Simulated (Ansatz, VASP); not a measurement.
Si: VASP beside Ansatz

File INCAR:

```
ALGO     = Normal         # electronic algorithm
EDIFF    = 1E-7           # SCF threshold, eV
ENCUT    = 520            # plane-wave cutoff, eV
GGA      = PE             # functional
ISIF     = 2              # what is computed and relaxed
ISMEAR   = 0              # smearing method
LASPH    = True           # aspherical terms in the spheres
LCHARG   = False          # write CHGCAR
LREAL    = Auto         
LWAVE    = False          # write WAVECAR
NBANDS   = 46             # bands
NELM     = 60             # most SCF steps
PREC     = Accurate       # precision mode
SIGMA    = 0.01           # smearing width, eV
```

File KPOINTS:

```
k-points
0
Gamma
  2 2 2
```

The input POSCAR:

```
Si
1.0
    0.0000000000      5.4700936587     -5.4700936587
    5.4700936587      5.4700936587      0.0000000000
    5.4700936587      0.0000000000     -5.4700936587
Si
16
Direct
    0.3750000000      0.3750000000      0.3750000000
    0.3750000000      0.8750000000      0.3750000000
    0.8750000000      0.3750000000      0.3750000000
    0.8750000000      0.8750000000      0.3750000000
    0.3750000000      0.3750000000      0.8750000000
    0.3750000000      0.8750000000      0.8750000000
    0.8750000000      0.3750000000      0.8750000000
    0.8750000000      0.8750000000      0.8750000000
    0.5000000000      0.5000000000      0.0000000000
    0.5000000000      0.0000000000      0.0000000000
    1.0000000000      0.5000000000      0.0000000000
    1.0000000000      0.0000000000      0.0000000000
    0.5000000000      0.5000000000      0.5000000000
    0.5000000000      0.0000000000      0.5000000000
    1.0000000000      0.5000000000      0.5000000000
    1.0000000000      0.0000000000      0.5000000000
```

Input for Ansatz:

```yaml
crystal:
  lattice:
    - [0.0, 5.4700936587, -5.4700936587]
    - [5.4700936587, 5.4700936587, 0.0]
    - [5.4700936587, 0.0, -5.4700936587]
  atoms:
    - { symbol: Si, position: [0.375, 0.375, 0.375] }
    - { symbol: Si, position: [0.375, 0.875, 0.375] }
    - { symbol: Si, position: [0.875, 0.375, 0.375] }
    - { symbol: Si, position: [0.875, 0.875, 0.375] }
    - { symbol: Si, position: [0.375, 0.375, 0.875] }
    - { symbol: Si, position: [0.375, 0.875, 0.875] }
    - { symbol: Si, position: [0.875, 0.375, 0.875] }
    - { symbol: Si, position: [0.875, 0.875, 0.875] }
    - { symbol: Si, position: [0.5, 0.5, 0.0] }
    - { symbol: Si, position: [0.5, 0.0, 0.0] }
    - { symbol: Si, position: [1.0, 0.5, 0.0] }
    - { symbol: Si, position: [1.0, 0.0, 0.0] }
    - { symbol: Si, position: [0.5, 0.5, 0.5] }
    - { symbol: Si, position: [0.5, 0.0, 0.5] }
    - { symbol: Si, position: [1.0, 0.5, 0.5] }
    - { symbol: Si, position: [1.0, 0.0, 0.5] }
basis:
  ecutwfc: 420
  xc_grid: 2
kpoints:
  mp_grid: { grid: [2, 2, 2], shift: [0.0, 0.0, 0.0] }
hamiltonian:
  xc: pbe
scf:
  occupations: { method: gaussian, width: 0.01 }
output:
  forces: true
  stress: true
  eigenvalues: true
```

Alike in both runs: task single point; functional PBE; k mesh 2 × 2 × 2; occupations gaussian, width 0.01 eV; no spin polarisation.

|  | VASP | Ansatz |
| --- | --- | --- |
| version | VASP 6.6.1 | Ansatz 0.2.0 |
| potentials or method | VASP PAW PBE potentials, release 64 (Si), cutoff 520 eV | scalar-relativistic, plane waves, PAW |
| valence electrons in the cell | 64 | 64 |

Ansatz gave:

* gap on the k mesh at the Fermi level (eV): 0.73
* least direct gap on the mesh (eV): 0.73
* pressure (GPa): 0.6

Question: Estimate VASP's values.

Answer: gap on the k mesh at the Fermi level (eV): 0.74; least direct gap on the mesh (eV): 0.74; pressure (GPa): 0.5.

The k mesh is coarse, so the values compare programs but aren't converged.
